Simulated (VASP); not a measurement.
# Pt (Fm-3m) in VASP: notebook

Pt is run at these levels: PBE+D3(BJ); tasks: single point, relaxation of cell and atoms.

Program: VASP 6.6.1. These are calculated values, not measurements. Logs are shortened: lines on timing, memory, paths and dates and some standing lists are left out, and cuts for length are marked.

## (1) The cell of the first run

It takes space group Fm-3m (No. 225, cubic). The conventional cell has a = 3.929 Å, b = 3.929 Å, c = 3.929 Å, α = 90.00°, β = 90.00°, γ = 90.00°. Pt (site symmetry m-3m) has 12 Pt at 2.78 Å within 3.7 Å.

## (2) Single point, PBE+D3(BJ)

INCAR

```
PREC = Accurate
ENCUT = 520
EDIFF = 1E-6
ISMEAR = 0
SIGMA = 0.1
LREAL = F
LASPH = T
NELM = 100
ALGO = Normal
ISIF = 2
LWAVE = F
LCHARG = F
GGA = PE
IVDW = 12
NBANDS = 11
```

KPOINTS

```
Automatic mesh
0
Gamma
  18 18 18
```

POSCAR

```
Pt
1.0
    0.0000000000      1.9643032022      1.9643032022
    1.9643032022      0.0000000000      1.9643032022
    1.9643032022      1.9643032022      0.0000000000
Pt
1
Direct
    0.0000000000      0.0000000000      0.0000000000
```

Potentials or basis: VASP PAW PBE potentials, release 64 (Pt).

Started as:

```
cat potpaw_PBE.64/Pt/POTCAR > POTCAR
mpirun -np 1 vasp_std > vasp.out
```

OUTCAR:

```text
PREC = Accurate
   ENCUT = 520
   EDIFF = 1E-6
   ISMEAR = 0
   LREAL = F
   LASPH = T
   NELM = 100
   ISIF = 2
   GGA = PE
   IVDW = 12
 IVDW          = 12

 ion  position               nearest neighbor table
   1  0.000  0.000  0.000-

  LATTYP: Found a face centered cubic cell.
 ALAT       =     3.9286064044

  Lattice vectors:

 A1 = (   0.0000000000,   1.9643032022,   1.9643032022)
 A2 = (   1.9643032022,   0.0000000000,   1.9643032022)
 A3 = (   1.9643032022,   1.9643032022,   0.0000000000)

Analysis of symmetry for initial positions (statically):
=====================================================================
 Subroutine PRICEL returns:
 Original cell was already a primitive cell.

 Routine SETGRP: Setting up the symmetry group for a
 face centered cubic supercell.

 Subroutine GETGRP returns: Found 48 space group operations
 (whereof 48 operations were pure point group operations)
 out of a pool of 48 trial point group operations.

The static configuration has the point symmetry O_h .

Analysis of symmetry for dynamics (positions and initial velocities):
=====================================================================
 Subroutine PRICEL returns:
 Original cell was already a primitive cell.

 Routine SETGRP: Setting up the symmetry group for a
 face centered cubic supercell.

 Subroutine GETGRP returns: Found 48 space group operations
 (whereof 48 operations were pure point group operations)
 out of a pool of 48 trial point group operations.

The dynamic configuration has the point symmetry O_h .

 Subroutine INISYM returns: Found 48 space group operations
 (whereof 48 operations are pure point group operations),
 and found     1 'primitive' translations

----------------------------------------------------------------------------------------

                                     Primitive cell

  volume of cell :      15.1585

  direct lattice vectors                    reciprocal lattice vectors
     0.000000000  1.964303202  1.964303202    -0.254543188  0.254543188  0.254543188
     1.964303202  0.000000000  1.964303202     0.254543188 -0.254543188  0.254543188
     1.964303202  1.964303202  0.000000000     0.254543188  0.254543188 -0.254543188

  length of vectors
     2.777944229  2.777944229  2.777944229     0.440881735  0.440881735  0.440881735

  position of ions in fractional coordinates (direct lattice)
     0.000000000  0.000000000  0.000000000

  ion indices of the primitive-cell ions
   primitive index   ion index
                 1           1

----------------------------------------------------------------------------------------

 KPOINTS: Automatic mesh

Automatic generation of k-mesh.
 Grid dimensions read from file:
 generate k-points for:   18   18   18

 Generating k-lattice:

  Cartesian coordinates                     Fractional coordinates (reciprocal lattice)
    -0.014141288  0.014141288  0.014141288     0.055555556  0.000000000  0.000000000
     0.014141288 -0.014141288  0.014141288     0.000000000  0.055555556  0.000000000
     0.014141288  0.014141288 -0.014141288     0.000000000  0.000000000  0.055555556

  Length of vectors
     0.024493430  0.024493430  0.024493430

  Shift w.r.t. Gamma in fractional coordinates (k-lattice)
     0.000000000  0.000000000  0.000000000

 Subroutine IBZKPT returns following result:
 ===========================================

 Found    195 irreducible k-points:

 Following reciprocal coordinates:
            Coordinates               Weight
  0.000000  0.000000  0.000000      1.000000
  0.055556  0.000000  0.000000      8.000000
  0.111111  0.000000  0.000000      8.000000
  0.166667  0.000000  0.000000      8.000000
  0.222222  0.000000  0.000000      8.000000
  0.277778  0.000000  0.000000      8.000000
[... 16 lines left out ...]
 -0.277778  0.055556  0.000000     24.000000
 -0.222222  0.055556  0.000000     24.000000
 [... further k-points ...]
   k-points           NKPTS =    195   k-points in BZ     NKDIM =    195   number of bands    NBANDS=     11
   number of dos      NEDOS =    301   number of ions     NIONS =      1
   total plane-waves  NPLWV =  13824
   dimension x,y,z NGX =    24 NGY =   24 NGZ =   24
   dimension x,y,z NGXF=    48 NGYF=   48 NGZF=   48
   ions per type =               1
   NGX,Y,Z   is equivalent  to a cutoff of  14.36, 14.36, 14.36 a.u.
   NGXF,Y,Z  is equivalent  to a cutoff of  28.73, 28.73, 28.73 a.u.
 SYSTEM =  unknown system
   PREC   = accura    normal or accurate (medium, high low for compatibility)
   ISTART =      0    job   : 0-new  1-cont  2-samecut
   ICHARG =      2    charge: 1-file 2-atom 10-const
   ISPIN  =      1    spin polarized calculation?
   LNONCOLLINEAR =      F non collinear calculations
   LSORBIT =      F    spin-orbit coupling
   LASPH  =      T    aspherical Exc in radial PAW
   ENCUT  =  520.0 eV  38.22 Ry    6.18 a.u.   5.17  5.17  5.17*2*pi/ulx,y,z
   NELM   =    100;   NELMIN=  2; NELMDL= -5     # of ELM steps
[... 58 lines left out ...]
      1       1.0078      2.00000
      2       7.4088      2.00000
      3       7.4088      2.00000
      4       7.4088      2.00000
      5       9.5454      2.00000
      6       9.5454      2.00000
      7      25.8213      0.00000
      8      30.7584      0.00000
      9      30.7584      0.00000
     10      30.7584      0.00000
     11      36.0842      0.00000

 k-point     2 :       0.0556    0.0000    0.0000
  band No.  band energies     occupation
      1       1.1317      2.00000
      2       7.3532      2.00000
      3       7.4583      2.00000
      4       7.4583      2.00000
      5       9.5174      2.00000
      6       9.5174      2.00000
      7      26.0144      0.00000
      8      30.0903      0.00000
      9      30.9484      0.00000
     10      30.9484      0.00000
     11      36.8211      0.00000

 k-point     3 :       0.1111    0.0000    0.0000
  band No.  band energies     occupation
      1       1.4923      2.00000
      2       7.2105      2.00000
      3       7.5878      2.00000
      4       7.5878      2.00000
      5       9.4577      2.00000
      6       9.4577      2.00000
      7      26.5400      0.00000
      8      28.6888      0.00000
      9      31.5009      0.00000
     10      31.5009      0.00000
     11      37.6193      0.00000

 k-point     4 :       0.1667    0.0000    0.0000
  band No.  band energies     occupation
      1       2.0505      2.00000
      2       7.0509      2.00000
      3       7.7335      2.00000
      4       7.7335      2.00000
      5       9.4421      2.00000
      6       9.4421      2.00000
      7      27.0512      0.00000
      8      27.2406      0.00000
      9      32.3589      0.00000
     10      32.3589      0.00000
     11      36.0461      0.00000

 k-point     5 :       0.2222    0.0000    0.0000
  band No.  band energies     occupation
      1       2.7190      2.00000
      2       6.9957      2.00000
      3       7.7964      2.00000
      4       7.7964      2.00000
      5       9.5789      2.00000
      6       9.5789      2.00000
      7      25.3616      0.00000
      8      27.6035      0.00000
      9      33.3744      0.00000
     10      33.3744      0.00000
     11      34.7727      0.00000
[... 211 lines left out ...]
 k-point    21 :      -0.3889    0.0556    0.0000
  band No.  band energies     occupation
      1       3.9863      2.00000
      2       7.3752      2.00000
      3       7.4971      2.00000
      4       9.0363      2.00000
      5      10.7041      2.00000
      6      11.4776      0.00001
      7      18.8146      0.00000
      8      25.9302      0.00000
      9      30.0180      0.00000
     10      31.2985      0.00000
     11      37.5991      0.00000

 k-point    22 :      -0.3333    0.0556    0.0000
  band No.  band energies     occupation
      1       3.8973      2.00000
      2       7.5053      2.00000
      3       7.6172      2.00000
      4       8.0422      2.00000
      5      10.2310      2.00000
      6      10.9690      1.99523
      7      20.8061      0.00000
      8      26.4860      0.00000
      9      30.7593      0.00000
     10      32.7246      0.00000
     11      35.9152      0.00000

 k-point    23 :      -0.2778    0.0556    0.0000
  band No.  band energies     occupation
      1       3.6021      2.00000
      2       7.2447      2.00000
      3       7.6887      2.00000
      4       7.7616      2.00000
      5       9.7410      2.00000
      6      10.4673      2.00000
      7      22.8821      0.00000
      8      27.1947      0.00000
      9      31.6761      0.00000
     10      34.3214      0.00000
     11      34.5247      0.00000

 k-point    24 :      -0.2222    0.0556    0.0000
  band No.  band energies     occupation
      1       3.0449      2.00000
      2       6.9219      2.00000
      3       7.7974      2.00000
      4       7.8644      2.00000
      5       9.3541      2.00000
      6      10.0293      2.00000
      7      24.8297      0.00000
      8      27.7029      0.00000
      9      32.1841      0.00000
     10      33.6073      0.00000
     11      34.8476      0.00000

 [... further k-points ...]

------------------------ aborting loop because EDIFF is reached ----------------------------------------

 Edisp (eV)   -0.77511

 E8    (eV) :    -0.3554

  FORCE on cell =-STRESS in cart. coord.  units (eV):
  Direction    XX          YY          ZZ          XY          YZ          ZX
  --------------------------------------------------------------------------------------
  -------------------------------------------------------------------------------------
  Total      -0.05264    -0.05264    -0.05264     0.00000     0.00000     0.00000
  in kB      -5.56392    -5.56392    -5.56392     0.00000     0.00000     0.00000
  external pressure =       -5.56 kB  Pullay stress =        0.00 kB

 VOLUME and BASIS-vectors are now :
 -----------------------------------------------------------------------------
  energy-cutoff  :      520.00
  volume of cell :       15.16
      direct lattice vectors                 reciprocal lattice vectors
     0.000000000  1.964303202  1.964303202    -0.254543188  0.254543188  0.254543188
     1.964303202  0.000000000  1.964303202     0.254543188 -0.254543188  0.254543188
     1.964303202  1.964303202  0.000000000     0.254543188  0.254543188 -0.254543188

 POSITION                                       TOTAL-FORCE (eV/Angst)
 -----------------------------------------------------------------------------------
      0.00000      0.00000      0.00000         0.000000      0.000000     -0.000000
 -----------------------------------------------------------------------------------
    total drift:                                0.000000     -0.000000     -0.000000

  FREE ENERGIE OF THE ION-ELECTRON SYSTEM (eV)
  ---------------------------------------------------
  free  energy   TOTEN  =        -6.8638107794 eV

  energy  without entropy=       -6.8530598367  energy(sigma->0) =       -6.85843531
```

It took 48 s on 1 thread of AMD EPYC 7R43 (Zen 3), shared host; peak memory 0.13 GiB.

Results:

```
Free energy                : -6.8638 eV
Pressure                   : -0.6 GPa
Band gap on the k mesh     : zero (band 5 reaches 11.66 eV, above the bottom of band 6 at 9.44 eV)
Dispersion energy per atom : -0.775 eV
```

Levels at points of the mesh, in eV from the Fermi level:
```csv
k point,band 3,band 4,band 5,band 6,band 7,band 8
"(0.00, 0.00, 0.00)",-3.76,-3.76,-1.62,-1.62,14.65,19.59
"(0.50, 0.00, 0.00)",-3.82,-0.45,0.04,0.04,5.80,14.22
"(0.50, 0.50, 0.00)",0.00,0.48,0.48,1.79,8.82,11.38
```

Caveat: spin-orbit coupling is left out, which moves the levels of the heavy elements; pairwise dispersion overbinds metals, which lowers pressure and volume.

## (3) Single point, PBE+D3(BJ)

This run uses another cell than the first one, of 15.08 Å³/atom, 0.995 times its volume.

INCAR

```
SYSTEM = Pt
PREC     = Accurate       ! precision mode
ENCUT    = 520            ! plane-wave cutoff, eV
EDIFF    = 1E-6           ! SCF threshold, eV
ISMEAR   = 0              ! smearing method
SIGMA    = 0.1            ! smearing width, eV
LREAL    = .False.        ! projectors in reciprocal space
LASPH    = .True.         ! aspherical terms in the spheres
NELM     = 60             ! most SCF steps
ALGO     = Normal         ! electronic algorithm
ISIF     = 2              ! what is computed and relaxed
LWAVE    = .False.        ! write WAVECAR
LCHARG   = .False.        ! write CHGCAR
GGA      = PE             ! functional
IVDW     = 12             ! dispersion correction
NBANDS   = 11             ! bands
```

KPOINTS

```
regular mesh
0
Gamma
  8 8 8
  0 0 0
```

POSCAR

```
Pt
1.0
    0.0000000000      1.9609000000      1.9609000000
    1.9609000000      0.0000000000      1.9609000000
    1.9609000000      1.9609000000      0.0000000000
Pt
1
Direct
    0.0000000000      0.0000000000      0.0000000000
```

Potentials or basis: VASP PAW PBE potentials, release 64 (Pt).

Started as:

```
cat potpaw_PBE.64/Pt/POTCAR > POTCAR
mpirun -np 1 vasp_std > vasp.out
```

Wall time 3.1 s (1 thread of Intel Xeon Platinum 8488C (Sapphire Rapids), shared host); peak memory 0.14 GiB.

Results (log left out):

| Item | Value |
| --- | --- |
| Free energy | -6.8525 eV |
| Pressure | 0.2 GPa |
| Band gap on the k mesh | zero (band 5 reaches 11.72 eV, above the bottom of band 6 at 9.50 eV) |
| Dispersion energy per atom | -0.779 eV |

Levels at points of the mesh, in eV from the Fermi level:
```tsv
k point	band 1	band 2	band 3	band 4	band 5	band 6	band 7	band 8	band 9	band 10
(0.00, 0.00, 0.00)	-10.15	-3.75	-3.75	-3.75	-1.60	-1.60	14.71	19.68	19.68	19.68
(0.50, 0.00, 0.00)	-7.27	-3.81	-3.81	-0.40	0.07	0.07	5.89	14.28	19.05	19.05
(0.50, 0.50, 0.00)	-7.03	-6.57	0.04	0.52	0.52	1.85	8.93	11.46	11.46	20.21
```

Caveat: spin-orbit coupling is left out, which moves the levels of the heavy elements; pairwise dispersion overbinds metals, which lowers pressure and volume.

## (4) Single point, PBE+D3(BJ)

INCAR

```
PREC = Accurate
ENCUT = 520
EDIFF = 1E-6
ISMEAR = 0
SIGMA = 0.1
LREAL = F
LASPH = T
NELM = 100
ALGO = Normal
ISIF = 2
LWAVE = F
LCHARG = F
GGA = PE
IVDW = 12
NBANDS = 11
```

KPOINTS

```
Automatic mesh
0
Gamma
  18 18 18
```

POSCAR

```
Pt
1.0
    0.0000000000      1.9643032029      1.9643032029
    1.9643032029      0.0000000000      1.9643032029
    1.9643032029      1.9643032029      0.0000000000
Pt
1
Direct
    0.0000000000      0.0000000000      0.0000000000
```

Started as:

```
cat potpaw_PBE.64/Pt/POTCAR > POTCAR
mpirun -np 1 vasp_std > vasp.out
```

It took 13 s on 1 thread of Intel Xeon Platinum 8488C (Sapphire Rapids), shared host; peak memory 0.17 GiB.

The run converged. Its results:

* Free energy: -6.8638 eV
* Pressure: -0.6 GPa
* Band gap on the k mesh: zero (band 5 reaches 11.66 eV, above the bottom of band 6 at 9.44 eV)
* Dispersion energy per atom: -0.775 eV

Levels at points of the mesh, in eV from the Fermi level:
```tsv
k point	band 2	band 3	band 4	band 5	band 6	band 7	band 8	band 9
(0.00, 0.00, 0.00)	-3.76	-3.76	-3.76	-1.62	-1.62	14.65	19.59	19.59
(0.50, 0.00, 0.00)	-3.82	-3.82	-0.45	0.04	0.04	5.80	14.22	18.95
(0.50, 0.50, 0.00)	-6.57	0.00	0.48	0.48	1.79	8.82	11.38	11.38
```

Caveat: spin-orbit coupling is left out, which moves the levels of the heavy elements; pairwise dispersion overbinds metals, which lowers pressure and volume.

## (5) Relaxation of cell and atoms, PBE+D3(BJ)

This run uses another cell than the first one, of 15.08 Å³/atom, 0.995 times its volume.

INCAR

```
SYSTEM = Pt
ALGO     = Normal         ! electronic algorithm
EDIFF    = 1E-6           ! SCF threshold, eV
EDIFFG   = -0.005         ! ionic threshold
ENCUT    = 600            ! plane-wave cutoff, eV
GGA      = PE             ! functional
IBRION   = 2              ! ionic algorithm
ISIF     = 3              ! what is computed and relaxed
ISMEAR   = 0              ! smearing method
IVDW     = 12             ! dispersion correction
LASPH    = .True.         ! aspherical terms in the spheres
LCHARG   = .False.        ! write CHGCAR
LREAL    = .False.        ! projectors in reciprocal space
LWAVE    = .False.        ! write WAVECAR
NELM     = 100            ! most SCF steps
NSW      = 100            ! ionic steps
PREC     = Accurate       ! precision mode
SIGMA    = 0.1            ! smearing width, eV
```

KPOINTS

```
k-points
0
Gamma
  18 18 18
  0 0 0
```

POSCAR

```
Pt
1.0
    0.0000000000      1.9609000000      1.9609000000
    1.9609000000      0.0000000000      1.9609000000
    1.9609000000      1.9609000000      0.0000000000
Pt
1
Direct
    0.0000000000      0.0000000000      0.0000000000
```

Started as:

```
cat potpaw_PBE.64/Pt/POTCAR > POTCAR
mpirun -np 1 vasp_std > vasp.out
```

Wall time 23 s (1 thread of Intel Xeon Platinum 8488C (Sapphire Rapids), shared host); peak memory 0.18 GiB.

It converged, with:

* Free energy: -6.8641 eV
* Relaxed volume: 15.13 Å³/atom
* Relaxed cell: a = 2.776 Å, b = 2.776 Å, c = 2.776 Å, α = 60.00°, β = 60.00°, γ = 60.00°
* Space group after relaxing (to 0.05 Å): Fm-3m (No. 225)
* Energy gained by relaxing: 0.2 meV/atom
* Ionic steps: 3
* Pressure after relaxing: 0.0 GPa
* Band gap on the k mesh: zero (band 5 reaches 11.69 eV, above the bottom of band 6 at 9.47 eV)
* Dispersion energy per atom: -0.777 eV

The path:
| step | energy change (eV) | largest force (eV/Å) | pressure (GPa) | volume (Å³) |
| --- | --- | --- | --- | --- |
| 1 | 0.0000 | 0.0000 | 0.99 | 15.08 |
| 2 | 0.0011 | 0.0000 | -2.69 | 15.28 |
| 3 | -0.0002 | 0.0000 | -0.01 | 15.13 |

Final structure:
```
Pt
1.0
     0.00000    1.96315    1.96315
     1.96315    0.00000    1.96315
     1.96315    1.96315    0.00000
Pt
1
Direct
  0.00000 0.00000 0.00000
```

Levels at points of the mesh, in eV from the Fermi level:
| k point | band 1 | band 2 | band 3 | band 4 | band 5 | band 6 | band 7 | band 8 | band 9 |
| --- | --- | --- | --- | --- | --- | --- | --- | --- | --- |
| (0.00, 0.00, 0.00) | -10.18 | -3.77 | -3.77 | -3.77 | -1.63 | -1.63 | 14.65 | 19.59 | 19.59 |
| (0.50, 0.00, 0.00) | -7.29 | -3.84 | -3.84 | -0.46 | 0.04 | 0.04 | 5.81 | 14.21 | 18.96 |
| (0.50, 0.50, 0.00) | -7.04 | -6.59 | 0.00 | 0.49 | 0.49 | 1.79 | 8.84 | 11.38 | 11.38 |

Caveat: spin-orbit coupling is left out, which moves the levels of the heavy elements; pairwise dispersion overbinds metals, which lowers pressure and volume.

## (6) Overview

| task | cell | k mesh | cutoff (eV) | gap on the mesh (eV) | pressure (GPa) |
| --- | --- | --- | --- | --- | --- |
| single point | a = 2.778 Å, angles 60.0°, 1 atom | 18 × 18 × 18 | 520 | none | -0.6 |
| single point | a = 2.773 Å, angles 60.0°, 1 atom | 8 × 8 × 8 | 520 | none | 0.2 |
| relaxation of cell and atoms | relaxed from a = 2.773 Å, angles 60.0°, 1 atom | 18 × 18 × 18 | 600 | none | 0.0 |

Alike in all rows: level PBE+D3(BJ); potentials or basis VASP PAW PBE potentials, release 64 (Pt); no spin polarisation; smearing gaussian 0.1 eV.

Caveats: spin-orbit coupling is left out, which moves the levels of the heavy elements; pairwise dispersion overbinds metals, which lowers pressure and volume.

Total energies depend on the potentials used, so only differences within one code and one set of settings carry meaning.
